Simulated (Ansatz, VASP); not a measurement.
**Two plane-wave programs on Be2C**

File INCAR:

```
ALGO = Normal
EDIFF = 1E-6
ENCUT = 600
GGA = PE
GGA_COMPAT = F
ISIF = 2
ISMEAR = 0
LASPH = T
LCHARG = F
LREAL = F
LWAVE = F
NBANDS = 11
NELM = 120
PREC = Accurate
SIGMA = 0.01
```

File KPOINTS:

```
k-points
0
Gamma
  8 8 8
```

The input POSCAR:

```
Be2C
1.0
    0.0000000000      2.2066364543      2.2066364543
    2.2066364543      0.0000000000      2.2066364543
    2.2066364543      2.2066364543      0.0000000000
C Be
1 2
Direct
    0.0000000000      0.0000000000      0.0000000000
    0.2500000000      0.2500000000      0.2500000000
    0.7500000000      0.7500000000      0.7500000000
```

Input for Ansatz:

```yaml
crystal:
  lattice:
    - [0.0, 2.2066364543, 2.2066364543]
    - [2.2066364543, 0.0, 2.2066364543]
    - [2.2066364543, 2.2066364543, 0.0]
  atoms:
    - { symbol: C, position: [0.0, 0.0, 0.0] }
    - { symbol: Be, position: [0.25, 0.25, 0.25] }
    - { symbol: Be, position: [0.75, 0.75, 0.75] }
kpoints:
  mp_grid: { grid: [8, 8, 8] }
hamiltonian:
  xc: pbe
scf:
  occupations: { method: fixed }
  n_extra_bands: 4
output:
  forces: true
  stress: true
  eigenvalues: true
```

Alike in both runs: task single point; functional PBE; k mesh 8 × 8 × 8; no spin polarisation.

|  | VASP | Ansatz |
| --- | --- | --- |
| version | VASP 6.6.1 | Ansatz 0.2.0 |
| potentials or method | VASP PAW PBE potentials, release 64 (C, Be) | plane waves, PAW |
| plane-wave cutoff (eV) | 600 | 420 |
| occupations | gaussian, width 0.01 eV | fixed |
| valence electrons in the cell | 8 | 8 |

|  | VASP | Ansatz | Ansatz less VASP |
| --- | --- | --- | --- |
| gap on the k mesh at the Fermi level (eV) | 1.13 | 1.14 | +0.011 |
| pressure (GPa) | -10.4 | -10.6 | -0.22 |
